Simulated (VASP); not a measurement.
# CsPbBr3 (Pm-3m) in VASP: a series of runs

CsPbBr3 is run at these levels: r2SCAN; tasks: single point.

Everything below comes from runs of VASP 6.6.1. Logs are shortened: lines on timing, memory, paths and dates and some standing lists are left out, and cuts for length are marked.

## (1) The cell of the first run

Symmetry: Pm-3m, No. 221, cubic system. Conventional cell: a = 5.795 Å, b = 5.795 Å, c = 5.795 Å, α = 90.00°, β = 90.00°, γ = 90.00°. Within 5.4 Å of Cs (site symmetry m-3m) lie 12 Br at 4.10 Å and 8 Pb at 5.02 Å. Pb (site symmetry m-3m) has 6 Br at 2.90 Å within 3.8 Å. Br (site symmetry 4/mmm) has 2 Pb at 2.90 Å within 3.8 Å.

## (2) Single point, r2SCAN

File POSCAR:

```
CsPbBr3
1.0
    5.7950451579      0.0000000000      0.0000000000
    0.0000000000      5.7950451579      0.0000000000
    0.0000000000      0.0000000000      5.7950451579
Cs Pb Br
1 1 3
Direct
    0.0000000000      0.0000000000      0.0000000000
    0.5000000000      0.5000000000      0.5000000000
    0.0000000000      0.5000000000      0.5000000000
    0.5000000000      0.0000000000      0.5000000000
    0.5000000000      0.5000000000      0.0000000000
```

File INCAR.step1:

```
PREC = Accurate
ENCUT = 520
ISMEAR = 0
SIGMA = 0.1
LREAL = F
LASPH = T
NELM = 60
NBANDS = 30
GGA = PE
ALGO = Normal
EDIFF = 1E-4
LWAVE = T
LCHARG = F
```

File INCAR.step2:

```
PREC = Accurate
ENCUT = 520
EDIFF = 1E-6
ISMEAR = 0
SIGMA = 0.1
LREAL = F
LASPH = T
NELM = 60
ALGO = Normal
ISIF = 2
LWAVE = F
LCHARG = F
METAGGA = R2SCAN
LMIXTAU = T
NBANDS = 30
ISTART = 1
```

File KPOINTS:

```
Automatic mesh
0
Gamma
  4 4 4
```

Potentials or basis: VASP PAW PBE potentials, release 64 (Cs_sv, Pb_d, Br).

The run is started by

```console
cat potpaw_PBE.64/Cs_sv/POTCAR potpaw_PBE.64/Pb_d/POTCAR potpaw_PBE.64/Br/POTCAR > POTCAR
cp INCAR.step1 INCAR
mpirun -np 1 vasp_std > vasp.out
cp INCAR.step2 INCAR
mpirun -np 1 vasp_std > vasp.out
```

OUTCAR:

```text
PREC = Accurate
   ENCUT = 520
   EDIFF = 1E-6
   ISMEAR = 0
   LREAL = F
   LASPH = T
   NELM = 60
   ISIF = 2
   METAGGA = R2SCAN
   ISTART = 1

 ion  position               nearest neighbor table
   1  0.000  0.000  0.000-
   2  0.500  0.500  0.500-   3 2.90   4 2.90   5 2.90   5 2.90   4 2.90   3 2.90
   3  0.000  0.500  0.500-   2 2.90   2 2.90
   4  0.500  0.000  0.500-   2 2.90   2 2.90
   5  0.500  0.500  0.000-   2 2.90   2 2.90

  LATTYP: Found a simple cubic cell.
 ALAT       =     5.7950451579

  Lattice vectors:

 A1 = (   5.7950451579,   0.0000000000,   0.0000000000)
 A2 = (   0.0000000000,   5.7950451579,   0.0000000000)
 A3 = (   0.0000000000,   0.0000000000,   5.7950451579)

Analysis of symmetry for initial positions (statically):
=====================================================================
 Subroutine PRICEL returns:
 Original cell was already a primitive cell.

 Routine SETGRP: Setting up the symmetry group for a
 simple cubic supercell.

 Subroutine GETGRP returns: Found 48 space group operations
 (whereof 48 operations were pure point group operations)
 out of a pool of 48 trial point group operations.

The static configuration has the point symmetry O_h .

Analysis of symmetry for dynamics (positions and initial velocities):
=====================================================================
 Subroutine PRICEL returns:
 Original cell was already a primitive cell.

 Routine SETGRP: Setting up the symmetry group for a
 simple cubic supercell.

 Subroutine GETGRP returns: Found 48 space group operations
 (whereof 48 operations were pure point group operations)
 out of a pool of 48 trial point group operations.

The dynamic configuration has the point symmetry O_h .

 Subroutine INISYM returns: Found 48 space group operations
 (whereof 48 operations are pure point group operations),
 and found     1 'primitive' translations

----------------------------------------------------------------------------------------

                                     Primitive cell

  volume of cell :     194.6124

  direct lattice vectors                    reciprocal lattice vectors
     5.795045158  0.000000000  0.000000000     0.172561209  0.000000000  0.000000000
     0.000000000  5.795045158  0.000000000     0.000000000  0.172561209  0.000000000
[... 69 lines left out ...]
   ICHARG =      0    charge: 1-file 2-atom 10-const
   ISPIN  =      1    spin polarized calculation?
   LNONCOLLINEAR =      F non collinear calculations
   LSORBIT =      F    spin-orbit coupling
   LASPH  =      T    aspherical Exc in radial PAW
   ENCUT  =  520.0 eV  38.22 Ry    6.18 a.u.  10.77 10.77 10.77*2*pi/ulx,y,z
   NELM   =     60;   NELMIN=  2; NELMDL=  0     # of ELM steps
   EDIFF  = 0.1E-05   stopping-criterion for ELM
   LREAL  =      F    real-space projection
[... 7 lines left out ...]
   TEBEG  =    0.0;   TEEND  =   0.0 temperature during run
   PSTRESS=    0.0 pullay stress
   NELECT =      44.0000    total number of electrons
   NUPDOWN=      -1.0000    fix difference up-down
   EMIN   =  10.00;   EMAX   =-10.00  energy-range for DOS
   EFERMI =   0.00;   METHOD = LEGACY
   ISMEAR =     0;   SIGMA  =   0.10  broadening in eV -4-tet -1-fermi 0-gaus
   EFERMI_NEDOS =   21; number of points for ismear=-14 and -15
   IALGO  =     38    algorithm
   IMIX   =      4    mixing-type and parameters
     AMIX     =   0.40;   BMIX     =  1.00
     AMIX_MAG =   1.60;   BMIX_MAG =  1.00
  volume/ion in A,a.u.               =      38.92       262.66
  Fermi-wavevector in a.u.,A,eV,Ry     =   0.997322  1.884666 13.533061  0.994652
  Thomas-Fermi vector in A             =   2.129471
   LORBIT       =      0    0 simple, 1 ext, 2 COOP (PROOUT), +10 PAW based schemes
   METAGGA = R2SCAN    functional components
   LHFCALC =     F    Hartree Fock is set to
   AEXX    =    0.0000 exact exchange contribution
   IVDW    =     0    specifies the selected vdW correction
   LEPSILON=     F    determine dielectric tensor
   LRPA    =     F    only Hartree local field effects (RPA)
 non-spin polarized calculation
 Gauss-broadening in eV      SIGMA  =   0.10
  energy-cutoff  :      520.00
  volume of cell :      194.61
 maximum number of plane-waves:      5257
 NGX is ok and might be reduce to    48
   NGX = 21   NGY = 21   NGZ = 21

 number of electron      44.0000014 magnetization

 Free energy of the ion-electron system (eV)
  ---------------------------------------------------
  ext. energy  EPLUGINS =         0.00000000
  ---------------------------------------------------
  free energy    TOTEN  =      -128.36865275 eV

  energy without entropy =     -128.36865275  energy(sigma->0) =     -128.36865275

 E-fermi :   2.0487     XC(G=0):  -8.2166

 val. band max:        1.5792621162   @ k =   0.5000   0.5000   0.5000
 cond. band min:       3.3015916751   @ k =   0.5000   0.5000   0.5000
 fundamental gap:      1.7223295588
 Fermi energy:         2.0486738809

 k-point     1 :       0.0000    0.0000    0.0000
  band No.  band energies     occupation
      1     -20.7698      2.00000
      2     -16.1212      2.00000
      3     -16.1212      2.00000
      4     -15.8964      2.00000
      5     -15.8964      2.00000
      6     -15.8964      2.00000
[... 319 lines left out ...]
     29       6.9873      0.00000
     30       8.2592      0.00000

------------------------ aborting loop because EDIFF is reached ----------------------------------------

  FORCE on cell =-STRESS in cart. coord.  units (eV):
  Direction    XX          YY          ZZ          XY          YZ          ZX
  --------------------------------------------------------------------------------------
  -------------------------------------------------------------------------------------
  Total        2.3694459      2.3694459      2.3694459      0.0000000     -0.0000000      0.0000000
  in kB       19.5068392     19.5068392     19.5068392      0.0000000     -0.0000000      0.0000000
  external PRESSURE =      19.5068392 kB  Pullay stress =       0.0000000 kB

 VOLUME and BASIS-vectors are now :
 -----------------------------------------------------------------------------
  energy-cutoff  :      520.00
  volume of cell :      194.61
      direct lattice vectors                 reciprocal lattice vectors
     5.795045158  0.000000000  0.000000000     0.172561209  0.000000000  0.000000000
     0.000000000  5.795045158  0.000000000     0.000000000  0.172561209  0.000000000
     0.000000000  0.000000000  5.795045158     0.000000000  0.000000000  0.172561209

 POSITION                                       TOTAL-FORCE (eV/Angst)
 -----------------------------------------------------------------------------------
      0.00000      0.00000      0.00000         0.000000      0.000000      0.000000
      2.89752      2.89752      2.89752         0.000000      0.000000      0.000000
      0.00000      2.89752      2.89752         0.000000      0.000000      0.000000
      2.89752      0.00000      2.89752         0.000000      0.000000      0.000000
      2.89752      2.89752      0.00000         0.000000      0.000000      0.000000
 -----------------------------------------------------------------------------------
    total drift:                                0.000000     -0.000000     -0.000000

  FREE ENERGIE OF THE ION-ELECTRON SYSTEM (eV)
  ---------------------------------------------------
  free  energy   TOTEN  =      -128.3686527517 eV

  energy  without entropy=     -128.3686527517  energy(sigma->0) =     -128.36865275
```

OUTCAR.step1:

```text
PREC = Accurate
   ENCUT = 520
   ISMEAR = 0
   LREAL = F
[... 546 lines left out ...]
      2.89752      2.89752      2.89752         0.000000      0.000000      0.000000
      0.00000      2.89752      2.89752         0.000000      0.000000      0.000000
      2.89752      0.00000      2.89752         0.000000      0.000000      0.000000
      2.89752      2.89752      0.00000         0.000000      0.000000      0.000000
 -----------------------------------------------------------------------------------
    total drift:                                0.000000     -0.000000     -0.000000

  FREE ENERGIE OF THE ION-ELECTRON SYSTEM (eV)
  ---------------------------------------------------
  free  energy   TOTEN  =       -15.7049941474 eV

  energy  without entropy=      -15.7049941474  energy(sigma->0) =      -15.70499415
```

Wall time 2.3 min (1 thread of Intel Xeon 6975P-C (Granite Rapids), shared host); peak memory 0.38 GiB.

What came out:

- Free energy: -128.3687 eV
- Pressure: 2.0 GPa
- Band gap on the k mesh: 1.72 eV

Caveat: the PAW data sets were made with another functional, which shifts forces and pressure a little; spin-orbit coupling is left out, which moves the levels of the heavy elements.

## (3) Single point, r2SCAN

POSCAR is that of step 2.

File INCAR.step1:

```
SYSTEM = CsPbBr3
PREC     = Accurate       ! precision mode
ENCUT    = 520            ! plane-wave cutoff, eV
ISMEAR   = 0              ! smearing method
SIGMA    = 0.1            ! smearing width, eV
LREAL    = .False.        ! projectors in reciprocal space
LASPH    = .True.         ! aspherical terms in the spheres
NELM     = 60             ! most SCF steps
NBANDS   = 30             ! bands
GGA      = PE             ! functional
ALGO     = Normal         ! electronic algorithm
EDIFF    = 1E-4           ! SCF threshold, eV
LWAVE    = .True.         ! write WAVECAR
LCHARG   = .False.        ! write CHGCAR
```

File INCAR.step2:

```
SYSTEM = CsPbBr3
PREC     = Accurate       ! precision mode
ENCUT    = 520            ! plane-wave cutoff, eV
EDIFF    = 1E-6           ! SCF threshold, eV
ISMEAR   = 0              ! smearing method
SIGMA    = 0.1            ! smearing width, eV
LREAL    = .False.        ! projectors in reciprocal space
LASPH    = .True.         ! aspherical terms in the spheres
NELM     = 60             ! most SCF steps
ALGO     = Normal         ! electronic algorithm
ISIF     = 2              ! what is computed and relaxed
LWAVE    = .False.        ! write WAVECAR
LCHARG   = .False.        ! write CHGCAR
METAGGA  = R2SCAN         ! meta-GGA
LMIXTAU  = .True.       
NBANDS   = 30             ! bands
ISTART   = 1
```

File KPOINTS:

```
regular mesh
0
Gamma
  4 4 4
  0 0 0
```

Potentials or basis: VASP PAW PBE potentials, release 64 (Cs_sv, Pb_d, Br).

The run is started by

```console
cat potpaw_PBE.64/Cs_sv/POTCAR potpaw_PBE.64/Pb_d/POTCAR potpaw_PBE.64/Br/POTCAR > POTCAR
cp INCAR.step1 INCAR
mpirun -np 1 vasp_std > vasp.out
cp INCAR.step2 INCAR
mpirun -np 1 vasp_std > vasp.out
```

Wall time 2.2 min (1 thread of Intel Xeon 6975P-C (Granite Rapids), shared host); peak memory 0.39 GiB.

It converged, with:

| Quantity | Value |
| --- | --- |
| Free energy | -128.3687 eV |
| Pressure | 2.0 GPa |
| Band gap on the k mesh | 1.72 eV |

Levels at points of the mesh, in eV from the valence-band top:
```tsv
k point	band 20	band 21	band 22	band 23	band 24	band 25
(0.00, 0.00, 0.00)	-2.51	-2.51	-2.51	3.26	4.14	4.14
(0.50, 0.00, 0.00)	-2.64	-2.64	-1.69	2.84	4.72	5.25
(0.50, 0.50, 0.00)	-2.72	-2.13	-0.82	2.31	2.31	5.21
(0.50, 0.50, 0.50)	-2.12	-2.12	0.00	1.72	1.72	1.72
```

Caveat: the PAW data sets were made with another functional, which shifts forces and pressure a little; spin-orbit coupling is left out, which moves the levels of the heavy elements. A k mesh can miss the band edges.
